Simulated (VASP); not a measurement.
Here is a VASP 6.6.1 calculation.

INCAR

```
ALGO = Normal
EDIFF = 1E-6
ENCUT = 520
GGA = PE
ISIF = 2
ISMEAR = 0
ISPIN = 2
LASPH = True
LCHARG = False
LMAXMIX = 4
LORBIT = 11
LREAL = False
LWAVE = False
MAGMOM = 1 0 0 0 0 0
NBANDS = 54
NELM = 150
PREC = Accurate
SIGMA = 0.1
```

KPOINTS

```
k-points
0
Gamma
  6 6 6
```

Contents of POSCAR:

```
TiSn5
1.0
    2.7688373447      1.5985889863      5.9354314793
   -2.7688373447      1.5985889863      5.9354314793
    0.0000000000     -3.1971779726      5.9354314793
Ti Sn
1 5
Direct
    0.0000000000      0.0000000000      0.0000000000
    0.6729005817      0.6729005817      0.6729005817
    0.3270994183      0.3270994183      0.3270994183
    0.8411423547      0.8411423547      0.8411423547
    0.1588576453      0.1588576453      0.1588576453
    0.5000000000      0.5000000000      0.5000000000
```

Potentials or basis: VASP PAW PBE potentials, release 64 (Ti_sv, Sn_d).

Command:

```sh
$ cat potpaw_PBE.64/Ti_sv/POTCAR potpaw_PBE.64/Sn_d/POTCAR > POTCAR
$ mpirun -np 1 vasp_std > vasp.out
```

Problem. Estimate the pressure.

Solution. 0.3 GPa.

Problem. Predict the net moment.

Solution. 1.44 μB per cell.

Problem. Predict the largest force.

Solution. 0.062 eV/Å.

Forces on the atoms (eV/Å):
```
Ti   0.000  0.000  0.000
Sn   0.000  0.000  0.049
Sn   0.000  0.000 -0.049
Sn   0.000  0.000 -0.062
Sn   0.000  0.000  0.062
Sn   0.000  0.000  0.000
```
